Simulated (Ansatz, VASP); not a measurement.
AlB2P3: VASP beside Ansatz

File INCAR:

```
  PREC = Accurate
  ENCUT = 600
  EDIFF = 1E-7
  ISMEAR = 0
  SIGMA = 0.1
  LREAL = False
  LASPH = True
  NELM = 80
  ALGO = Normal
  ISIF = 3
  LWAVE = False
  LCHARG = False
  GGA = PE
  IBRION = 2
  NSW = 100
  EDIFFG = -0.01
```

KPOINTS

```
regular mesh
0
Gamma
  8 8 8
```

The input POSCAR:

```
AlB2P3
1.0
    4.5805299935      0.0000000000      0.0000000000
    0.0000000000      4.5805299935      0.0000000000
    0.0000000000      0.0000000000      4.5033630719
Al B P
1 2 3
Direct
    0.5000000000      0.5000000000      0.0000000000
    0.0000000000      0.5000000000      0.0000000000
    0.5000000000      0.0000000000      0.0000000000
    0.0000000000      0.5000000000      0.5000000000
    0.5000000000      0.0000000000      0.5000000000
    0.5000000000      0.5000000000      0.5000000000
```

Input for Ansatz:

```yaml
crystal:
  lattice:
    - [4.5805299935, 0.0, 0.0]
    - [0.0, 4.5805299935, 0.0]
    - [0.0, 0.0, 4.5033630719]
  atoms:
    - { symbol: Al, position: [0.5, 0.5, 0.0] }
    - { symbol: B, position: [0.0, 0.5, 0.0] }
    - { symbol: B, position: [0.5, 0.0, 0.0] }
    - { symbol: P, position: [0.0, 0.5, 0.5] }
    - { symbol: P, position: [0.5, 0.0, 0.5] }
    - { symbol: P, position: [0.5, 0.5, 0.5] }
basis:
  ecutwfc: 420
kpoints:
  mp_grid: { grid: [8, 8, 8] }
hamiltonian:
  xc: pbe
scf:
  occupations: { method: gaussian, width: 0.1 }
output:
  forces: true
  stress: true
  eigenvalues: true
  write_density: true
  write_potential: true
  elf: true
  volumetric_format: npy
relax:
  adjacent_minimum: "off"
  f_tol: 0.01
  max_steps: 80
  cell: { stress_tol: 0.05 }
```

Alike in both runs: task relaxation of cell and atoms; functional PBE; k mesh 8 × 8 × 8; occupations gaussian, width 0.1 eV; no spin polarisation.

```csv
,VASP,Ansatz
version,VASP 6.6.1,Ansatz 0.2.0
potentials or method,"VASP PAW PBE potentials, release 64 (Al, B, P), cutoff 600 eV","scalar-relativistic, plane waves, PAW"
valence electrons in the cell,24,24
```

|  | VASP | Ansatz | Ansatz less VASP |
| --- | --- | --- | --- |
| gap on the k mesh at the Fermi level, each at its own relaxed structure (eV) | none | none | - |
| relaxed volume (Å³/atom) | 15.82 | 15.85 | +0.025 |
| relaxed cell length with the largest relative difference (Å) | 4.605 | 4.607 | +0.0027 |

A gap of «none» marks a metal or a gap that the smearing closes.
